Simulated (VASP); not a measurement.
**SnSe2: single point with PBEsol**

Crystal: SnSe2.

```
Sn Se
1.0
     3.83371    0.00000    0.00000
    -1.91686    3.32009    0.00000
     0.00000    0.00000    6.72591
Sn Se
1 2
Direct
  0.00000 0.00000 0.00000
  0.33333 0.66667 0.26996
  0.66667 0.33333 0.73004
```

This cell differs from its parent crystal: strained.

```yaml
Program: VASP 6.6.1
Task: single point
Functional: PBEsol
Potentials_or_basis: VASP PAW PBE potentials, release 64 (Sn_d, Se)
Cutoff: 520 eV
k_mesh: 9 × 9 × 6
Occupations: gaussian, width 0.02 eV
Spin: no spin polarisation
```

```json
{
  "Pressure": "-6.6 GPa",
  "Largest force": "1.576 eV/Å",
  "Band gap on the k mesh": "zero (band 13 reaches 3.36 eV, above the bottom of band 14 at 3.12 eV)"
}
```

Forces in eV/Å, atoms in the order of the input:
```
Sn   0.000  0.000  0.000
Se   0.000  0.000 -1.576
Se   0.000  0.000  1.576
```

Stress tensor (GPa, compression positive):
```
 -3.94   0.00   0.00
  0.00  -3.94   0.00
  0.00   0.00 -11.99
```

Levels at points of the mesh, in eV from the Fermi level:
```csv
k point,band 10,band 11,band 12,band 13,band 14,band 15,band 16,band 17
"(0.00, 0.00, 0.00)",-0.27,-0.27,-0.15,-0.15,0.24,3.31,4.44,4.44
"(0.00, 0.00, 0.50)",-0.40,-0.40,0.02,0.02,2.03,2.92,4.26,4.26
```

It took 54 s on 1 thread of Intel(R) Xeon(R) Platinum 8559C (Emerald Rapids), on a shared host, peak memory 0.25 GiB.

Caveat: the cell differs from its parent crystal (strained); the PAW data sets were made with another functional, which shifts forces and pressure a little; spin-orbit coupling is left out, which moves the levels of the heavy elements; this functional lacks dispersion, which binds the layers, so the pressure and a relaxed spacing across them are unreliable.
